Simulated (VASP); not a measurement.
A run of VASP 6.6.1 is set up as follows.

The input INCAR:

```
ALGO     = Normal         # electronic algorithm
EDIFF    = 1E-6           # SCF threshold, eV
ENCUT    = 520            # plane-wave cutoff, eV
GGA      = CA             # functional
ISIF     = 2              # what is computed and relaxed
ISMEAR   = -1             # smearing method
LASPH    = True           # aspherical terms in the spheres
LCHARG   = False          # write CHGCAR
LREAL    = False          # projectors in reciprocal space
LWAVE    = False          # write WAVECAR
NBANDS   = 10             # bands
NELM     = 100            # most SCF steps
PREC     = Accurate       # precision mode
SIGMA    = 0.05           # smearing width, eV
```

The input KPOINTS:

```
k-points
0
Gamma
  9 9 9
```

File POSCAR:

```
Cs
1.0
   -3.0829500000      3.0225000000      3.0225000000
    3.0225000000     -3.0829500000      3.0225000000
    3.0225000000      3.0225000000     -3.0829500000
Cs
1
Direct
    0.0000000000      0.0000000000      0.0000000000
```

Potentials or basis: VASP PAW LDA potentials, release 64 (Cs_sv).

The run is started by

```console
$ cat potpaw_LDA.64/Cs_sv/POTCAR > POTCAR
$ mpirun -np 1 vasp_std > vasp.out
```

(1) What does it give for the pressure?

## Answers

(1) -0.3 GPa.

Caveat: the cell differs from its parent crystal (equal xy, yz and zx shear strains of -2 %).
